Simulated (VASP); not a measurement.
# NbP2 (Fd-3m) in VASP: further runs, part 2 of 2

VASP 6.6.1. The steps go on from the part before.

## Step 3: Relaxation of cell and atoms, r2SCAN

This run uses another cell than the first one, of 16.29 Å³/atom.

The input, POSCAR:

```
NbP2
1.0
    0.0000000000      3.6562883452      3.6562883452
    3.6562883452      0.0000000000      3.6562883452
    3.6562883452      3.6562883452      0.0000000000
Nb P
2 4
Direct
    0.0000000000      0.0000000000      0.0000000000
    0.2500000000      0.2500000000      0.2500000000
    0.6250000000      0.6250000000      0.6250000000
    0.1250000000      0.6250000000      0.6250000000
    0.6250000000      0.6250000000      0.1250000000
    0.6250000000      0.1250000000      0.6250000000
```

The input, INCAR.step1:

```
  PREC = Accurate
  ENCUT = 600
  ISMEAR = 0
  SIGMA = 0.1
  LREAL = False
  LASPH = True
  NELM = 100
  GGA = PE
  ALGO = Normal
  EDIFF = 1E-4
  LWAVE = True
  LCHARG = False
```

The input, INCAR.step2:

```
  PREC = Accurate
  ENCUT = 600
  EDIFF = 1E-6
  ISMEAR = 0
  SIGMA = 0.1
  LREAL = False
  LASPH = True
  NELM = 100
  ALGO = Normal
  ISIF = 3
  LWAVE = False
  LCHARG = False
  METAGGA = R2SCAN
  LMIXTAU = True
  IBRION = 2
  NSW = 90
  EDIFFG = -0.04
  ISTART = 1
```

The input, KPOINTS:

```
Automatic mesh
0
Gamma
  4 4 4
```

Potentials or basis: VASP PAW PBE potentials, release 64 (Nb_sv, P).

Started as:

```console
cat potpaw_PBE.64/Nb_sv/POTCAR potpaw_PBE.64/P/POTCAR > POTCAR
cp INCAR.step1 INCAR
mpirun -np 1 vasp_std > vasp.out
cp INCAR.step2 INCAR
mpirun -np 1 vasp_std > vasp.out
```

OUTCAR:

```text
PREC = Accurate
   ENCUT = 600
   EDIFF = 1E-6
   ISMEAR = 0
   LREAL = False
   LASPH = True
   NELM = 100
   ISIF = 3
   METAGGA = R2SCAN
   IBRION = 2
   NSW = 90
   EDIFFG = -0.04
   ISTART = 1

 ion  position               nearest neighbor table
   1  0.000  0.000  0.000-
   2  0.250  0.250  0.250-
   3  0.625  0.625  0.625-   4 2.59   5 2.59   6 2.59   5 2.59   6 2.59   4 2.59
   4  0.125  0.625  0.625-   3 2.59   5 2.59   6 2.59   3 2.59   5 2.59   6 2.59
   5  0.625  0.625  0.125-   3 2.59   3 2.59   4 2.59   6 2.59   6 2.59   4 2.59
   6  0.625  0.125  0.625-   3 2.59   5 2.59   3 2.59   4 2.59   5 2.59   4 2.59

  LATTYP: Found a face centered cubic cell.
 ALAT       =     7.3125766904

[... 181 lines left out ...]
  --------------------------------------------------------------------------------------
  -------------------------------------------------------------------------------------
  Total       -7.9313627     -7.9313627     -7.9313627      0.0000000      0.0000000      0.0000000
  in kB     -129.9891439   -129.9891439   -129.9891439      0.0000000      0.0000000      0.0000000
  external PRESSURE =    -129.9891439 kB  Pullay stress =       0.0000000 kB
[... 67 lines left out ...]
--------------------------------------- Ionic step        3  -------------------------------------------

 number of electron      46.0000000 magnetization

 Free energy of the ion-electron system (eV)
  ---------------------------------------------------
  ext. energy  EPLUGINS =         0.00000000
  ---------------------------------------------------
  free energy    TOTEN  =       -83.04984659 eV

  energy without entropy =      -83.03161236  energy(sigma->0) =      -83.04072947

 E-fermi :  12.3482     XC(G=0): -13.1762

 val. band max:       12.3104659189   @ k =  -0.2500   0.2500   0.0000
 cond. band min:      12.4489104322   @ k =  -0.2500   0.2500   0.0000
 fundamental gap:      0.1384445134
 Fermi energy:        12.3482341195

 k-point     1 :       0.0000    0.0000    0.0000
  band No.  band energies     occupation
      1     -45.0420      2.00000
      2     -44.9266      2.00000
      3     -20.5176      2.00000
      4     -20.5176      2.00000
      5     -20.5176      2.00000
      6     -20.2256      2.00000
[... 262 lines left out ...]
  FREE ENERGIE OF THE ION-ELECTRON SYSTEM (eV)
  ---------------------------------------------------
  free  energy   TOTEN  =       -83.0498465897 eV

  energy  without entropy=      -83.0316123561  energy(sigma->0) =      -83.04072947

 reached required accuracy - stopping structural energy minimisation
```

OUTCAR.step1:

```text
PREC = Accurate
   ENCUT = 600
   ISMEAR = 0
   LREAL = False
   LASPH = True
[... 459 lines left out ...]
      4.57036      4.57036      4.57036        -0.000000      0.000000      0.000000
      4.57036      2.74222      2.74222        -0.000000      0.000000      0.000000
      2.74222      2.74222      4.57036        -0.000000      0.000000      0.000000
      2.74222      4.57036      2.74222        -0.000000      0.000000      0.000000
 -----------------------------------------------------------------------------------
    total drift:                               -0.000000     -0.000000      0.000000

  FREE ENERGIE OF THE ION-ELECTRON SYSTEM (eV)
  ---------------------------------------------------
  free  energy   TOTEN  =       -39.6492036473 eV

  energy  without entropy=      -39.6214236028  energy(sigma->0) =      -39.63531363
```

OSZICAR.step1:

```text
N       E                     dE             d eps       ncg     rms          rms(c)
DAV:   1     0.445612096148E+03    0.44561E+03   -0.25011E+04   432   0.183E+03
DAV:   2     0.818488295654E+00   -0.44479E+03   -0.43846E+03   520   0.588E+02
DAV:   3    -0.385577640598E+02   -0.39376E+02   -0.38058E+02   760   0.127E+02
DAV:   4    -0.413350649006E+02   -0.27773E+01   -0.27243E+01   664   0.283E+01
DAV:   5    -0.415193461642E+02   -0.18428E+00   -0.17895E+00   730   0.642E+00    0.131E+01
DAV:   6    -0.402063966720E+02    0.13129E+01   -0.22555E+01   720   0.213E+01    0.669E+00
DAV:   7    -0.396834021618E+02    0.52299E+00   -0.42188E+00   741   0.976E+00    0.420E+00
DAV:   8    -0.396486407471E+02    0.34761E-01   -0.36241E-01   600   0.388E+00    0.922E-01
DAV:   9    -0.396486928958E+02   -0.52149E-04   -0.37253E-02   719   0.114E+00    0.399E-01
DAV:  10    -0.396491713175E+02   -0.47842E-03   -0.46121E-03   616   0.431E-01    0.804E-02
DAV:  11    -0.396491848583E+02   -0.13541E-04   -0.12562E-03   538   0.148E-01    0.396E-02
DAV:  12    -0.396492036473E+02   -0.18789E-04   -0.12984E-04   352   0.818E-02
   1 F= -.39649204E+02 E0= -.39635314E+02  d E =-.277800E-01
```

It took 4 min on 1 thread of Intel Xeon 6975P-C (Granite Rapids), shared host; peak memory 0.29 GiB.

Results:

- Free energy: -83.0498 eV
- Relaxed volume: 14.43 Å³/atom
- Relaxed cell: a = 4.965 Å, b = 4.965 Å, c = 4.965 Å, α = 60.00°, β = 60.00°, γ = 60.00°
- Space group after relaxing (to 0.1 Å): Fd-3m (No. 227)
- Energy gained by relaxing: 84.2 meV/atom
- Ionic steps: 3
- Pressure after relaxing: -0.1 GPa
- Band gap on the k mesh: zero (bands 23 and 24 overlap by 2.17 eV)

Step by step:
```csv
step,energy change (eV),largest force (eV/Å),pressure (GPa),volume (Å³)
1,0.0000,0.0000,-13.00,97.76
2,-0.2890,0.0000,11.75,80.22
3,-0.5054,0.0000,-0.09,86.55
```

Final structure:
```
Nb P
1.0
     0.00000    3.51085    3.51085
     3.51085    0.00000    3.51085
     3.51085    3.51085    0.00000
Nb P
2 4
Direct
  0.00000 0.00000 0.00000
  0.25000 0.25000 0.25000
  0.62500 0.62500 0.62500
  0.12500 0.62500 0.62500
  0.62500 0.62500 0.12500
  0.62500 0.12500 0.62500
```

Caveat: the k points lie up to 0.39 Å⁻¹ apart in the final cell, too coarse for converged energies and pressures of a metal; the PAW data sets were made with another functional, which shifts forces and pressure a little.

## Step 4: Single point, r2SCAN

This run uses another cell than the first one, of 14.56 Å³/atom.

The input, POSCAR:

```
NbP2
1.0
    0.0000000000      3.5219722546      3.5219722546
    3.5219722546      0.0000000000      3.5219722546
    3.5219722546      3.5219722546      0.0000000000
Nb P
2 4
Direct
    0.5000000000      0.5000000000      0.5000000000
    0.7500000000      0.7500000000      0.7500000000
    0.1250000000      0.1250000000      0.1250000000
    0.6250000000      0.1250000000      0.1250000000
    0.1250000000      0.1250000000      0.6250000000
    0.1250000000      0.6250000000      0.1250000000
```

The input, INCAR.step1:

```
PREC = Accurate
ENCUT = 520
ISMEAR = 0
SIGMA = 0.1
LREAL = False
LASPH = True
NELM = 100
NBANDS = 32
GGA = PE
ALGO = Normal
EDIFF = 1E-4
LWAVE = True
LCHARG = False
```

The input, INCAR.step2:

```
PREC = Accurate
ENCUT = 520
EDIFF = 1E-6
ISMEAR = 0
SIGMA = 0.1
LREAL = False
LASPH = True
NELM = 100
ALGO = Normal
ISIF = 2
LWAVE = False
LCHARG = False
METAGGA = R2SCAN
LMIXTAU = True
NBANDS = 32
ISTART = 1
```

The input, KPOINTS:

```
regular mesh
0
Gamma
  10 10 10
```

Started as:

```console
cat potpaw_PBE.64/Nb_sv/POTCAR potpaw_PBE.64/P/POTCAR > POTCAR
cp INCAR.step1 INCAR
mpirun -np 1 vasp_std > vasp.out
cp INCAR.step2 INCAR
mpirun -np 1 vasp_std > vasp.out
```

It took 4.6 min on 1 thread of Intel Xeon 6975P-C (Granite Rapids), shared host; peak memory 0.32 GiB.

The run converged. Its results:

| Item | Value |
| --- | --- |
| Free energy | -82.9248 eV |
| Pressure | -0.1 GPa |
| Band gap on the k mesh | zero (bands 23 and 24 overlap by 2.33 eV) |

Levels at points of the mesh, in eV from the Fermi level:
| k point | band 21 | band 22 | band 23 | band 24 | band 25 | band 26 |
| --- | --- | --- | --- | --- | --- | --- |
| (0.00, 0.00, 0.00) | -0.46 | -0.46 | 1.61 | 1.61 | 2.70 | 2.70 |
| (0.50, 0.00, 0.00) | -2.15 | -0.99 | 0.03 | 0.03 | 0.73 | 1.29 |
| (0.50, 0.50, 0.00) | -2.23 | -2.23 | -0.55 | -0.55 | 1.41 | 1.41 |

Caveat: the PAW data sets were made with another functional, which shifts forces and pressure a little.

## Step 5: The runs side by side

```tsv
task	cell	k mesh	cutoff (eV)	gap on the mesh (eV)	pressure (GPa)
single point	a = 4.966 Å, angles 60.0°, 6 atoms	4 × 4 × 4	520	none	-0.2
relaxation of cell and atoms	relaxed from a = 5.171 Å, angles 60.0°, 6 atoms	4 × 4 × 4	600	none	-0.1
single point	a = 4.981 Å, angles 60.0°, 6 atoms	10 × 10 × 10	520	none	-0.1
```

Alike in all rows: level r2SCAN; potentials or basis VASP PAW PBE potentials, release 64 (Nb_sv, P); no spin polarisation; smearing gaussian 0.1 eV.

Caveats: some runs use coarse meshes; the PAW data sets were made with another functional, which shifts forces and pressure a little.

Total energies depend on the potentials used, so only differences within one code and one set of settings carry meaning.
